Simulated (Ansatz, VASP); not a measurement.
**KZnF3: VASP beside Ansatz**

File INCAR:

```
PREC = Accurate
ENCUT = 600
EDIFF = 1E-7
ISMEAR = 0
SIGMA = 0.15
LREAL = False
LASPH = True
NELM = 120
ALGO = Normal
ISIF = 3
LWAVE = False
LCHARG = False
GGA = PE
IBRION = 2
NSW = 36
EDIFFG = -0.08
GGA_COMPAT = False
NELMIN = 4
```

KPOINTS

```
regular mesh
0
Gamma
  3 3 3
```

Contents of POSCAR:

```
KZnF3
1.0
    0.0000000000      4.3797994100      4.3797994100
    4.3797994100      0.0000000000      4.3797994100
    4.3797994100      4.3797994100      0.0000000000
K Zn F
2 2 6
Direct
    0.2500000000      0.2500000000      0.2500000000
    0.0000000000      0.0000000000      0.0000000000
    0.7500000000      0.7500000000      0.7500000000
    0.5000000000      0.5000000000      0.5000000000
    0.7238225900      0.2761774100      0.2761774100
    0.2761774100      0.7238225900      0.7238225900
    0.2761774100      0.7238225900      0.2761774100
    0.7238225900      0.2761774100      0.7238225900
    0.2761774100      0.2761774100      0.7238225900
    0.7238225900      0.7238225900      0.2761774100
```

Input for Ansatz:

```yaml
crystal:
  lattice:
    - [0.0, 4.37979941, 4.37979941]
    - [4.37979941, 0.0, 4.37979941]
    - [4.37979941, 4.37979941, 0.0]
  atoms:
    - { symbol: K, position: [0.25, 0.25, 0.25] }
    - { symbol: K, position: [0.0, 0.0, 0.0] }
    - { symbol: Zn, position: [0.75, 0.75, 0.75] }
    - { symbol: Zn, position: [0.5, 0.5, 0.5] }
    - { symbol: F, position: [0.72382259, 0.27617741, 0.27617741] }
    - { symbol: F, position: [0.27617741, 0.72382259, 0.72382259] }
    - { symbol: F, position: [0.27617741, 0.72382259, 0.27617741] }
    - { symbol: F, position: [0.72382259, 0.27617741, 0.72382259] }
    - { symbol: F, position: [0.27617741, 0.27617741, 0.72382259] }
    - { symbol: F, position: [0.72382259, 0.72382259, 0.27617741] }
basis:
  ecutwfc: 420
kpoints:
  mp_grid: { grid: [3, 3, 3] }
hamiltonian:
  xc: pbe
scf:
  occupations: { method: gaussian, width: 0.15 }
  lower_state_search: "off"
output:
  forces: true
  stress: true
  eigenvalues: true
relax:
  adjacent_minimum: "off"
  f_tol: 0.08
  max_steps: 16
  cell: { stress_tol: 0.8 }
```

Alike in both runs: task relaxation of cell and atoms; functional PBE; k mesh 3 × 3 × 3; occupations gaussian, width 0.15 eV; no spin polarisation.

|  | VASP | Ansatz |
| --- | --- | --- |
| version | VASP 6.6.1 | Ansatz 0.2.0 |
| potentials or method | VASP PAW PBE potentials, release 64 (K_sv, Zn, F), cutoff 600 eV | scalar-relativistic, plane waves, PAW |
| valence electrons in the cell | 84 | 84 |

Ansatz gave:

```
gap on the k mesh at the Fermi level, each at its own relaxed structure (eV) : none
relaxed volume (Å³/atom)                                                     : 16.82
relaxed length of the cell vector where the two differ most in proportion (Å)              : 6.196
```

Q: What did VASP give for the same quantities?

A: gap on the k mesh at the Fermi level, each at its own relaxed structure (eV): none; relaxed volume (Å³/atom): 17.01; relaxed length of the cell vector where the two differ most in proportion (Å): 6.220.

A gap of «none» marks a metal or a gap that the smearing closes.

The k mesh is coarse, so the values compare programs but aren't converged.
